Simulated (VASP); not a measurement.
# NbH2 (Fm-3m) in VASP: further runs

Runs on NbH2. Level: PBEsol. Tasks: single point, relaxation of cell and atoms.

Program: VASP 6.6.1. These are calculated values, not measurements. Logs are shortened: lines on timing, memory, paths and dates and some standing lists are left out, and cuts for length are marked.

### 1 The cell of the first run

It takes space group Fm-3m (No. 225, cubic). Conventional cell: a = 4.518 Å, b = 4.518 Å, c = 4.518 Å, α = 90.00°, β = 90.00°, γ = 90.00°. Within 2.6 Å of Nb (site symmetry m-3m) lie 8 H at 1.96 Å. Within 2.6 Å of H (site symmetry -43m) lie 4 Nb at 1.96 Å and 6 H at 2.26 Å.

### 2 Single point, PBEsol

File INCAR:

```
SYSTEM = NbH2
PREC = Accurate
ENCUT = 500
EDIFF = 1E-6
ISMEAR = -1
SIGMA = 0.05
LREAL = .FALSE.
LASPH = .TRUE.
NELM = 120
ALGO = Normal
ISIF = 2
LWAVE = .FALSE.
LCHARG = .FALSE.
GGA = PS
NBANDS = 14
GGA_COMPAT = .FALSE.
```

File KPOINTS:

```
regular mesh
0
G
  16 16 16
  0 0 0
```

File POSCAR:

```
NbH2
1.0
    0.0000000000      2.2588250415      2.2588250415
    2.2588250415      0.0000000000      2.2588250415
    2.2588250415      2.2588250415      0.0000000000
Nb H
1 2
Direct
    0.0000000000      0.0000000000      0.0000000000
    0.2500000000      0.2500000000      0.2500000000
    0.7500000000      0.7500000000      0.7500000000
```

Potentials or basis: VASP PAW PBE potentials, release 64 (Nb_sv, H).

Started as:

```
$ cat potpaw_PBE.64/Nb_sv/POTCAR potpaw_PBE.64/H/POTCAR > POTCAR
$ mpirun -np 1 vasp_std > vasp.out
```

OUTCAR:

```text
SYSTEM = NbH2
   PREC = Accurate
   ENCUT = 500
   EDIFF = 1E-6
   ISMEAR = -1
   LREAL = .FALSE.
   LASPH = .TRUE.
   NELM = 120
   ISIF = 2
   GGA = PS

 ion  position               nearest neighbor table
   1  0.000  0.000  0.000-   2 1.96   3 1.96   3 1.96   3 1.96   3 1.96   2 1.96   2 1.96   2 1.96

   2  0.250  0.250  0.250-   1 1.96   1 1.96   1 1.96   1 1.96
   3  0.750  0.750  0.750-   1 1.96   1 1.96   1 1.96   1 1.96

  LATTYP: Found a face centered cubic cell.
 ALAT       =     4.5176500830

  Lattice vectors:

 A1 = (   0.0000000000,   2.2588250415,   2.2588250415)
 A2 = (   2.2588250415,   0.0000000000,   2.2588250415)
 A3 = (   2.2588250415,   2.2588250415,   0.0000000000)

Analysis of symmetry for initial positions (statically):
=====================================================================
 Subroutine PRICEL returns:
 Original cell was already a primitive cell.

 Routine SETGRP: Setting up the symmetry group for a
 face centered cubic supercell.

 Subroutine GETGRP returns: Found 48 space group operations
 (whereof 48 operations were pure point group operations)
 out of a pool of 48 trial point group operations.

The static configuration has the point symmetry O_h .

Analysis of symmetry for dynamics (positions and initial velocities):
=====================================================================
 Subroutine PRICEL returns:
 Original cell was already a primitive cell.

 Routine SETGRP: Setting up the symmetry group for a
 face centered cubic supercell.

 Subroutine GETGRP returns: Found 48 space group operations
 (whereof 48 operations were pure point group operations)
 out of a pool of 48 trial point group operations.

The dynamic configuration has the point symmetry O_h .

 Subroutine INISYM returns: Found 48 space group operations
 (whereof 48 operations are pure point group operations),
 and found     1 'primitive' translations

----------------------------------------------------------------------------------------

                                     Primitive cell

  volume of cell :      23.0504

  direct lattice vectors                    reciprocal lattice vectors
     0.000000000  2.258825042  2.258825042    -0.221354018  0.221354018  0.221354018
     2.258825042  0.000000000  2.258825042     0.221354018 -0.221354018  0.221354018
     2.258825042  2.258825042  0.000000000     0.221354018  0.221354018 -0.221354018

  length of vectors
     3.194461009  3.194461009  3.194461009     0.383396406  0.383396406  0.383396406

  position of ions in fractional coordinates (direct lattice)
     0.000000000  0.000000000  0.000000000
     0.250000000  0.250000000  0.250000000
     0.750000000  0.750000000  0.750000000

  ion indices of the primitive-cell ions
   primitive index   ion index
                 1           1
                 2           2
                 3           3

----------------------------------------------------------------------------------------

 KPOINTS: regular mesh

Automatic generation of k-mesh.
 Grid dimensions read from file:
 generate k-points for:   16   16   16

 Generating k-lattice:

  Cartesian coordinates                     Fractional coordinates (reciprocal lattice)
    -0.013834626  0.013834626  0.013834626     0.062500000  0.000000000  0.000000000
     0.013834626 -0.013834626  0.013834626     0.000000000  0.062500000  0.000000000
     0.013834626  0.013834626 -0.013834626     0.000000000  0.000000000  0.062500000

  Length of vectors
     0.023962275  0.023962275  0.023962275

  Shift w.r.t. Gamma in fractional coordinates (k-lattice)
     0.000000000  0.000000000  0.000000000

 Subroutine IBZKPT returns following result:
 ===========================================

 Found    145 irreducible k-points:

 Following reciprocal coordinates:
            Coordinates               Weight
  0.000000  0.000000  0.000000      1.000000
  0.062500  0.000000  0.000000      8.000000
  0.125000  0.000000  0.000000      8.000000
  0.187500  0.000000  0.000000      8.000000
  0.250000  0.000000  0.000000      8.000000
  0.312500  0.000000  0.000000      8.000000
[... 16 lines left out ...]
 -0.125000  0.062500  0.000000     24.000000
 -0.062500  0.062500  0.000000     12.000000
 [... further k-points ...]
   k-points           NKPTS =    145   k-points in BZ     NKDIM =    145   number of bands    NBANDS=     14
   number of dos      NEDOS =    301   number of ions     NIONS =      3
   total plane-waves  NPLWV =  13824
   dimension x,y,z NGX =    24 NGY =   24 NGZ =   24
   dimension x,y,z NGXF=    48 NGYF=   48 NGZF=   48
   ions per type =               1   2
   NGX,Y,Z   is equivalent  to a cutoff of  12.49, 12.49, 12.49 a.u.
   NGXF,Y,Z  is equivalent  to a cutoff of  24.98, 24.98, 24.98 a.u.
 SYSTEM =  NbH2
   PREC   = accura    normal or accurate (medium, high low for compatibility)
   ISTART =      0    job   : 0-new  1-cont  2-samecut
   ICHARG =      2    charge: 1-file 2-atom 10-const
   ISPIN  =      1    spin polarized calculation?
   LNONCOLLINEAR =      F non collinear calculations
   LSORBIT =      F    spin-orbit coupling
   LASPH  =      T    aspherical Exc in radial PAW
   ENCUT  =  500.0 eV  36.75 Ry    6.06 a.u.   5.82  5.82  5.82*2*pi/ulx,y,z
   NELM   =    120;   NELMIN=  2; NELMDL= -5     # of ELM steps
   EDIFF  = 0.1E-05   stopping-criterion for ELM
   LREAL  =      F    real-space projection
   EDIFFG = 0.1E-04   stopping-criterion for IOM
   NSW    =      0    number of steps for IOM
   IBRION =     -1    ionic relax: 0-MD 1-quasi-New 2-CG
   NFREE  =      0    steps in history (QN), initial steepest desc. (CG)
   ISIF   =      2    stress and relaxation
   ISYM   =      2    0-nonsym 1-usesym 2-fastsym
   POTIM  = 0.5000    time-step for ionic-motion
   TEBEG  =    0.0;   TEEND  =   0.0 temperature during run
   PSTRESS=    0.0 pullay stress
   NELECT =      15.0000    total number of electrons
   NUPDOWN=      -1.0000    fix difference up-down
   EMIN   =  10.00;   EMAX   =-10.00  energy-range for DOS
   EFERMI =   0.00;   METHOD = LEGACY
   ISMEAR =    -1;   SIGMA  =   0.05  broadening in eV -4-tet -1-fermi 0-gaus
   EFERMI_NEDOS =   21; number of points for ismear=-14 and -15
   IALGO  =     38    algorithm
   IMIX   =      4    mixing-type and parameters
     AMIX     =   0.40;   BMIX     =  1.00
     AMIX_MAG =   1.60;   BMIX_MAG =  1.00
  volume/ion in A,a.u.               =       7.68        51.85
  Fermi-wavevector in a.u.,A,eV,Ry     =   1.418663  2.680885 27.383160  2.012605
  Thomas-Fermi vector in A             =   2.539765
   LORBIT       =      0    0 simple, 1 ext, 2 COOP (PROOUT), +10 PAW based schemes
   GGA     = PS    functional components
   LHFCALC =     F    Hartree Fock is set to
   AEXX    =    0.0000 exact exchange contribution
   IVDW    =     0    specifies the selected vdW correction
   LEPSILON=     F    determine dielectric tensor
   LRPA    =     F    only Hartree local field effects (RPA)
 non-spin polarized calculation
  energy-cutoff  :      500.00
  volume of cell :       23.05
 maximum number of plane-waves:       604
   NGX = 11   NGY = 11   NGZ = 11

 number of electron      14.9999998 magnetization

 Free energy of the ion-electron system (eV)
  ---------------------------------------------------
  ext. energy  EPLUGINS =         0.00000000
  ---------------------------------------------------
  free energy    TOTEN  =       -18.50527876 eV

  energy without entropy =      -18.49781049  energy(sigma->0) =      -18.50154463

 E-fermi :  10.2320     XC(G=0): -12.3106

 val. band max:       10.2193021370   @ k =  -0.2500   0.2500   0.0625
 cond. band min:      10.2437769490   @ k =   0.5000   0.2500   0.0625
 fundamental gap:      0.0244748120
 Fermi energy:        10.2319815044

 k-point     1 :       0.0000    0.0000    0.0000
  band No.  band energies     occupation
      1     -45.0571      2.00000
      2     -20.8283      2.00000
      3     -20.8283      2.00000
      4     -20.8283      2.00000
      5      -0.6256      2.00000
      6       8.8078      2.00000
      7       8.8078      2.00000
      8       8.8078      2.00000
      9       9.1101      2.00000
     10      11.5429      0.00000
     11      11.5429      0.00000
     12      22.6996      0.00000
     13      23.6655      0.00000
     14      23.6655      0.00000

 k-point     2 :       0.0625    0.0000    0.0000
  band No.  band energies     occupation
      1     -45.0534      2.00000
      2     -20.8592      2.00000
      3     -20.8320      2.00000
      4     -20.8320      2.00000
      5      -0.5139      2.00000
      6       7.6880      2.00000
      7       8.8650      2.00000
      8       8.8650      2.00000
      9      10.3675      0.12475
     10      11.4927      0.00000
     11      11.4927      0.00000
     12      21.6022      0.00000
     13      23.8876      0.00000
     14      23.8876      0.00000

 k-point     3 :       0.1250    0.0000    0.0000
  band No.  band energies     occupation
      1     -45.0429      2.00000
      2     -20.9463      2.00000
      3     -20.8425      2.00000
      4     -20.8425      2.00000
      5      -0.1940      2.00000
      6       6.6048      2.00000
      7       9.0146      2.00000
      8       9.0146      2.00000
      9      11.3836      0.00000
     10      11.3836      0.00000
     11      11.8451      0.00000
     12      20.3395      0.00000
     13      24.5247      0.00000
     14      24.5247      0.00000

 k-point     4 :       0.1875    0.0000    0.0000
  band No.  band energies     occupation
      1     -45.0271      2.00000
      2     -21.0744      2.00000
      3     -20.8582      2.00000
      4     -20.8582      2.00000
      5       0.2856      2.00000
      6       5.7311      2.00000
      7       9.1820      2.00000
      8       9.1820      2.00000
      9      11.3311      0.00000
     10      11.3311      0.00000
     11      13.3055      0.00000
     12      19.3371      0.00000
     13      25.0374      0.00000
     14      25.5001      0.00000

 k-point     5 :       0.2500    0.0000    0.0000
  band No.  band energies     occupation
      1     -45.0083      2.00000
      2     -21.2222      2.00000
      3     -20.8765      2.00000
      4     -20.8765      2.00000
      5       0.8334      2.00000
      6       5.1217      2.00000
      7       9.2564      2.00000
      8       9.2564      2.00000
      9      11.4796      0.00000
     10      11.4796      0.00000
     11      14.5304      0.00000
[... 276 lines left out ...]
 k-point    22 :      -0.1875    0.0625    0.0000
  band No.  band energies     occupation
      1     -45.0184      2.00000
      2     -21.1292      2.00000
      3     -20.8913      2.00000
      4     -20.8569      2.00000
      5       0.5585      2.00000
      6       5.3644      2.00000
      7       9.2180      2.00000
      8       9.3119      2.00000
      9      10.9940      0.00000
     10      11.6605      0.00000
     11      13.9913      0.00000
     12      19.1370      0.00000
     13      24.0581      0.00000
     14      25.2311      0.00000

 k-point    23 :      -0.1250    0.0625    0.0000
  band No.  band energies     occupation
      1     -45.0352      2.00000
      2     -20.9983      2.00000
      3     -20.8692      2.00000
      4     -20.8422      2.00000
      5       0.0454      2.00000
      6       6.0966      2.00000
      7       9.1243      2.00000
      8       9.1299      2.00000
      9      11.0873      0.00000
     10      11.5484      0.00000
     11      12.6318      0.00000
     12      19.9182      0.00000
     13      24.2783      0.00000
     14      25.2910      0.00000

 k-point    24 :      -0.0625    0.0625    0.0000
  band No.  band energies     occupation
      1     -45.0474      2.00000
      2     -20.9029      2.00000
      3     -20.8484      2.00000
      4     -20.8334      2.00000
      5      -0.3319      2.00000
      6       6.9680      2.00000
      7       8.9499      2.00000
      8       8.9740      2.00000
      9      11.2990      0.00000
     10      11.3004      0.00000
     11      11.5372      0.00000
     12      20.8554      0.00000
     13      23.8860      0.00000
     14      24.4117      0.00000

 [... further k-points ...]

------------------------ aborting loop because EDIFF is reached ----------------------------------------

  FORCE on cell =-STRESS in cart. coord.  units (eV):
  Direction    XX          YY          ZZ          XY          YZ          ZX
  --------------------------------------------------------------------------------------
  -------------------------------------------------------------------------------------
  Total       -0.0639025     -0.0639025     -0.0639025      0.0000000      0.0000000     -0.0000000
  in kB       -4.4417158     -4.4417158     -4.4417158      0.0000000      0.0000000     -0.0000000
  external PRESSURE =      -4.4417158 kB  Pullay stress =       0.0000000 kB

 VOLUME and BASIS-vectors are now :
 -----------------------------------------------------------------------------
  energy-cutoff  :      500.00
  volume of cell :       23.05
      direct lattice vectors                 reciprocal lattice vectors
     0.000000000  2.258825042  2.258825042    -0.221354018  0.221354018  0.221354018
     2.258825042  0.000000000  2.258825042     0.221354018 -0.221354018  0.221354018
     2.258825042  2.258825042  0.000000000     0.221354018  0.221354018 -0.221354018

 POSITION                                       TOTAL-FORCE (eV/Angst)
 -----------------------------------------------------------------------------------
      0.00000      0.00000      0.00000        -0.000000     -0.000000      0.000000
      1.12941      1.12941      1.12941         0.000000      0.000000      0.000000
      3.38824      3.38824      3.38824        -0.000000     -0.000000     -0.000000
 -----------------------------------------------------------------------------------
    total drift:                               -0.000000      0.000000      0.000000

  FREE ENERGIE OF THE ION-ELECTRON SYSTEM (eV)
  ---------------------------------------------------
  free  energy   TOTEN  =       -18.5052787614 eV

  energy  without entropy=      -18.4978104923  energy(sigma->0) =      -18.50154463
```

Wall time 15 s (1 thread of Intel Xeon 6975P-C (Granite Rapids), shared host); peak memory 0.17 GiB.

What came out:

- Free energy: -18.5053 eV
- Pressure: -0.4 GPa
- Band gap on the k mesh: zero (an odd number of electrons rules out a gap without spin polarisation)

Caveat: the PAW data sets were made with another functional, which shifts forces and pressure a little.

### 3 Relaxation of cell and atoms, PBEsol

This run uses another cell than the first one, of 7.90 Å³/atom.

File INCAR:

```
SYSTEM = NbH2
ALGO = Normal
EDIFF = 1E-7
EDIFFG = -0.01
ENCUT = 500
GGA = PS
GGA_COMPAT = .False.
IBRION = 2
ISIF = 3
ISMEAR = -1
LASPH = .True.
LCHARG = .False.
LREAL = .False.
LWAVE = .False.
NELM = 120
NELMIN = 4
NSW = 80
PREC = Accurate
SIGMA = 0.05
```

File KPOINTS:

```
k-points
0
Gamma
  16 16 16
  0 0 0
```

File POSCAR:

```
NbH2
1.0
    0.0000000000      2.2800000000      2.2800000000
    2.2800000000      0.0000000000      2.2800000000
    2.2800000000      2.2800000000      0.0000000000
Nb H
1 2
Direct
    0.0000000000      0.0000000000      0.0000000000
    0.2500000000      0.2500000000      0.2500000000
    0.7500000000      0.7500000000      0.7500000000
```

Potentials or basis: VASP PAW PBE potentials, release 64 (Nb_sv, H).

Started as:

```
$ cat potpaw_PBE.64/Nb_sv/POTCAR potpaw_PBE.64/H/POTCAR > POTCAR
$ mpirun -np 1 vasp_std > vasp.out
```

Run time: 32 s. Hardware: 1 thread of Intel Xeon 6975P-C (Granite Rapids), shared host; peak memory 0.16 GiB.

The run converged. Its results:

```
Free energy                           : -18.5065 eV
Relaxed volume                        : 7.67 Å³/atom
Relaxed cell                          : a = 3.192 Å, b = 3.192 Å, c = 3.192 Å, α = 60.00°, β = 60.00°, γ = 60.00°
Space group after relaxing (to 0.1 Å) : Fm-3m (No. 225)
Energy gained by relaxing             : 4.1 meV/atom
Ionic steps                           : 3
Pressure after relaxing               : 0.0 GPa
Band gap on the k mesh                : zero (an odd number of electrons rules out a gap without spin polarisation)
```

Step by step:
| step | energy change (eV) | largest force (eV/Å) | pressure (GPa) | volume (Å³) |
| --- | --- | --- | --- | --- |
| 1 | 0.0000 | 0.0000 | -5.52 | 23.70 |
| 2 | -0.0112 | 0.0000 | 1.86 | 22.78 |
| 3 | -0.0124 | 0.0000 | 0.00 | 23.00 |

Final structure:
```
Nb H
1.0
     0.00000    2.25715    2.25715
     2.25715    0.00000    2.25715
     2.25715    2.25715    0.00000
Nb H
1 2
Cartesian
  0.0000 0.0000 0.0000
  1.1286 1.1286 1.1286
  3.3857 3.3857 3.3857
```

Levels at points of the mesh, in eV from the Fermi level:
| k point | band 6 | band 7 | band 8 | band 9 | band 10 | band 11 |
| --- | --- | --- | --- | --- | --- | --- |
| (0.00, 0.00, 0.00) | -1.43 | -1.43 | -1.43 | -1.13 | 1.31 | 1.31 |
| (0.50, 0.00, 0.00) | -4.93 | -1.28 | -1.28 | 2.76 | 2.76 | 5.09 |
| (0.50, 0.50, 0.00) | -4.99 | -4.53 | 2.94 | 3.01 | 3.01 | 7.23 |

Caveat: the PAW data sets were made with another functional, which shifts forces and pressure a little.
